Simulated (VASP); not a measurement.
# GaN in VASP: a series of runs, part 2 of 2

VASP 6.6.1.

## Step 3: Single point, r2SCAN (strain -0.050 along x and y, -0.025 along z)

The input, POSCAR:

```
GaN
1.0
    0.0000000000      2.1408255771      2.1971630923
    2.1408255771      0.0000000000      2.1971630923
    2.1408255771      2.1408255771      0.0000000000
Ga N
1 1
Direct
    0.0000000000      0.0000000000      0.0000000000
    0.7500000000      0.7500000000      0.7500000000
```

The input, INCAR.step1:

```
ALGO     = Normal         # electronic algorithm
EDIFF    = 1E-4           # SCF threshold, eV
ENCUT    = 520            # plane-wave cutoff, eV
GGA      = PE             # functional
ISMEAR   = 0              # smearing method
LASPH    = True           # aspherical terms in the spheres
LCHARG   = False          # write CHGCAR
LREAL    = False          # projectors in reciprocal space
LWAVE    = True           # write WAVECAR
NBANDS   = 16             # bands
NELM     = 60             # most SCF steps
PREC     = Accurate       # precision mode
SIGMA    = 0.05           # smearing width, eV
```

The input, INCAR.step2:

```
ALGO     = Normal         # electronic algorithm
EDIFF    = 1E-6           # SCF threshold, eV
ENCUT    = 520            # plane-wave cutoff, eV
ISIF     = 2              # what is computed and relaxed
ISMEAR   = 0              # smearing method
ISTART   = 1            
LASPH    = True           # aspherical terms in the spheres
LCHARG   = False          # write CHGCAR
LMIXTAU  = True         
LREAL    = False          # projectors in reciprocal space
LWAVE    = False          # write WAVECAR
METAGGA  = R2SCAN         # meta-GGA
NBANDS   = 16             # bands
NELM     = 60             # most SCF steps
PREC     = Accurate       # precision mode
SIGMA    = 0.05           # smearing width, eV
```

The input, KPOINTS:

```
k-points
0
Gamma
  10 10 10
```

Potentials or basis: VASP PAW PBE potentials, release 64 (Ga_d, N).

Launch:

```
$ cat potpaw_PBE.64/Ga_d/POTCAR potpaw_PBE.64/N/POTCAR > POTCAR
$ cp INCAR.step1 INCAR
$ mpirun -np 1 vasp_std > vasp.out
$ cp INCAR.step2 INCAR
$ mpirun -np 1 vasp_std > vasp.out
```

OUTCAR:

```text
EDIFF = 1E-6
   ENCUT = 520
   ISIF = 2
   ISMEAR = 0
   ISTART = 1
   LASPH = True
   LREAL = False
   METAGGA = R2SCAN
   NELM = 60
   PREC = Accurate

 ion  position               nearest neighbor table
   1  0.000  0.000  0.000-   2 1.87   2 1.87   2 1.87   2 1.87
   2  0.750  0.750  0.750-   1 1.87   1 1.87   1 1.87   1 1.87

  LATTYP: Found a body centered tetragonal cell.
 ALAT       =     3.0275845658
 C/A-ratio  =     1.4514297088

  Lattice vectors:

 A1 = (  -2.1408255771,   0.0000000000,   2.1971630923)
 A2 = (   2.1408255771,   0.0000000000,   2.1971630923)
 A3 = (   0.0000000000,   2.1408255771,  -2.1971630923)

Analysis of symmetry for initial positions (statically):
=====================================================================
 Subroutine PRICEL returns:
 Original cell was already a primitive cell.

 Routine SETGRP: Setting up the symmetry group for a
 body centered tetragonal supercell.

 Subroutine GETGRP returns: Found  8 space group operations
 (whereof  8 operations were pure point group operations)
 out of a pool of 16 trial point group operations.

The static configuration has the point symmetry D_2d.

Analysis of symmetry for dynamics (positions and initial velocities):
=====================================================================
 Subroutine PRICEL returns:
 Original cell was already a primitive cell.

 Routine SETGRP: Setting up the symmetry group for a
 body centered tetragonal supercell.

 Subroutine GETGRP returns: Found  8 space group operations
 (whereof  8 operations were pure point group operations)
 out of a pool of 16 trial point group operations.

The dynamic configuration has the point symmetry D_2d.

 Subroutine INISYM returns: Found  8 space group operations
 (whereof  8 operations are pure point group operations),
 and found     1 'primitive' translations

[... 106 lines left out ...]
   NUPDOWN=      -1.0000    fix difference up-down
   EMIN   =  10.00;   EMAX   =-10.00  energy-range for DOS
   EFERMI =   0.00;   METHOD = LEGACY
   ISMEAR =     0;   SIGMA  =   0.05  broadening in eV -4-tet -1-fermi 0-gaus
   EFERMI_NEDOS =   21; number of points for ismear=-14 and -15
   IALGO  =     38    algorithm
   IMIX   =      4    mixing-type and parameters
     AMIX     =   0.40;   BMIX     =  1.00
     AMIX_MAG =   1.60;   BMIX_MAG =  1.00
  volume/ion in A,a.u.               =      10.07        67.95
  Fermi-wavevector in a.u.,A,eV,Ry     =   1.576936  2.979977 33.833973  2.486727
  Thomas-Fermi vector in A             =   2.677694
   LORBIT       =      0    0 simple, 1 ext, 2 COOP (PROOUT), +10 PAW based schemes
   METAGGA = R2SCAN    functional components
   LHFCALC =     F    Hartree Fock is set to
   AEXX    =    0.0000 exact exchange contribution
   IVDW    =     0    specifies the selected vdW correction
   LEPSILON=     F    determine dielectric tensor
   LRPA    =     F    only Hartree local field effects (RPA)
 non-spin polarized calculation
 Gauss-broadening in eV      SIGMA  =   0.05
  energy-cutoff  :      520.00
  volume of cell :       20.14
 maximum number of plane-waves:       554
   NGX = 11   NGY = 11   NGZ = 11

 number of electron      17.9999994 magnetization

 Free energy of the ion-electron system (eV)
  ---------------------------------------------------
  ext. energy  EPLUGINS =         0.00000000
  ---------------------------------------------------
  free energy    TOTEN  =       -21.64212175 eV

  energy without entropy =      -21.64212175  energy(sigma->0) =      -21.64212175

 E-fermi :   6.7969     XC(G=0): -13.4086

 val. band max:        6.5565025303   @ k =   0.0000   0.0000   0.0000
 cond. band min:       9.4799725332   @ k =   0.0000   0.0000   0.0000
 fundamental gap:      2.9234700029
 Fermi energy:         6.7969376153

 k-point     1 :       0.0000    0.0000    0.0000
  band No.  band energies     occupation
      1     -11.4147      2.00000
      2      -7.5211      2.00000
      3      -7.4865      2.00000
      4      -7.4864      2.00000
      5      -6.9892      2.00000
      6      -6.9819      2.00000
[... 433 lines left out ...]
      3      -7.1516      2.00000
      4      -7.1503      2.00000
      5      -6.9037      2.00000
      6      -6.3372      2.00000
[... 8 lines left out ...]
     15      31.5017      0.00000
     16      32.1905      0.00000

 [... further k-points ...]
[... 5 lines left out ...]
  --------------------------------------------------------------------------------------
  -------------------------------------------------------------------------------------
  Total        4.2458206      4.2458206      3.8648868      0.0000000     -0.0000000      0.0000000
  in kB      337.7671142    337.7671142    307.4627422      0.0000000     -0.0000000      0.0000000
  external PRESSURE =     327.6656569 kB  Pullay stress =       0.0000000 kB

 VOLUME and BASIS-vectors are now :
 -----------------------------------------------------------------------------
  energy-cutoff  :      520.00
  volume of cell :       20.14
      direct lattice vectors                 reciprocal lattice vectors
     0.000000000  2.140825577  2.197163092    -0.233554758  0.233554758  0.227566175
     2.140825577  0.000000000  2.197163092     0.233554758 -0.233554758  0.227566175
     2.140825577  2.140825577  0.000000000     0.233554758  0.233554758 -0.227566175

 POSITION                                       TOTAL-FORCE (eV/Angst)
 -----------------------------------------------------------------------------------
      0.00000      0.00000      0.00000        -0.000000     -0.000000     -0.000000
      3.21124      3.21124      3.29574         0.000000      0.000000      0.000000
 -----------------------------------------------------------------------------------
    total drift:                               -0.000009     -0.000009     -0.000010

  FREE ENERGIE OF THE ION-ELECTRON SYSTEM (eV)
  ---------------------------------------------------
  free  energy   TOTEN  =       -21.6421217517 eV

  energy  without entropy=      -21.6421217517  energy(sigma->0) =      -21.64212175
```

Wall time 4.4 min (1 thread of AMD EPYC 7R13, shared host); peak memory 0.14 GiB.

What came out:

```
Free energy            : -21.6421 eV
Pressure               : 32.8 GPa
Band gap on the k mesh : 2.92 eV, direct
```

Caveat: the cell differs from its parent crystal (strain -0.050 along x and y, -0.025 along z); the PAW data sets were made with another functional, which shifts forces and pressure a little.
